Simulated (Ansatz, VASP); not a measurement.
**Ru2C in VASP and in Ansatz**

The input INCAR:

```
PREC = Accurate
ENCUT = 600
EDIFF = 1E-7
ISMEAR = 0
SIGMA = 0.1
LREAL = False
LASPH = True
NELM = 100
ALGO = Normal
ISIF = 3
LWAVE = False
LCHARG = False
GGA = PE
IBRION = 2
NSW = 90
EDIFFG = -0.04
```

Contents of KPOINTS:

```
regular mesh
0
Gamma
  6 6 6
```

The input POSCAR:

```
Ru2C
1.0
    0.0000000000      2.5406304636      2.5406304636
    2.5406304636      0.0000000000      2.5406304636
    2.5406304636      2.5406304636      0.0000000000
Ru C
2 1
Direct
    0.2500000000      0.2500000000      0.2500000000
    0.7500000000      0.7500000000      0.7500000000
    0.0000000000      0.0000000000      0.0000000000
```

Input for Ansatz:

```yaml
crystal:
  lattice:
    - [0.0, 2.5406304636, 2.5406304636]
    - [2.5406304636, 0.0, 2.5406304636]
    - [2.5406304636, 2.5406304636, 0.0]
  atoms:
    - { symbol: Ru, position: [0.25, 0.25, 0.25] }
    - { symbol: Ru, position: [0.75, 0.75, 0.75] }
    - { symbol: C, position: [0.0, 0.0, 0.0] }
basis:
  ecutwfc: 420
kpoints:
  mp_grid: { grid: [6, 6, 6] }
hamiltonian:
  xc: pbe
scf:
  occupations: { method: gaussian, width: 0.1 }
  lower_state_search: "off"
output:
  forces: true
  stress: true
  eigenvalues: true
relax:
  adjacent_minimum: "off"
  f_tol: 0.04
  max_steps: 70
  cell: { stress_tol: 0.4 }
```

Alike in both runs: task relaxation of cell and atoms; functional PBE; k mesh 6 × 6 × 6; occupations gaussian, width 0.1 eV; no spin polarisation.

|  | VASP | Ansatz |
| --- | --- | --- |
| version | VASP 6.6.1 | Ansatz 0.2.0 |
| potentials or method | VASP PAW PBE potentials, release 64 (Ru_pv, C), cutoff 600 eV | scalar-relativistic, plane waves, PAW |
| valence electrons in the cell | 32 | 36 |

|  | VASP | Ansatz | Ansatz less VASP |
| --- | --- | --- | --- |
| gap on the k mesh at the Fermi level, each at its own relaxed structure (eV) | none | none | - |
| relaxed volume (Å³/atom) | 11.70 | 11.71 | +0.004 |
| relaxed cell length with the largest relative difference (Å) | 3.675 | 3.676 | +0.0004 |

A gap of «none» marks a metal or a gap that the smearing closes. VASP's potentials hold 32 valence electrons a cell and Ansatz's 36, so a difference there can come from the potentials and not from the codes.
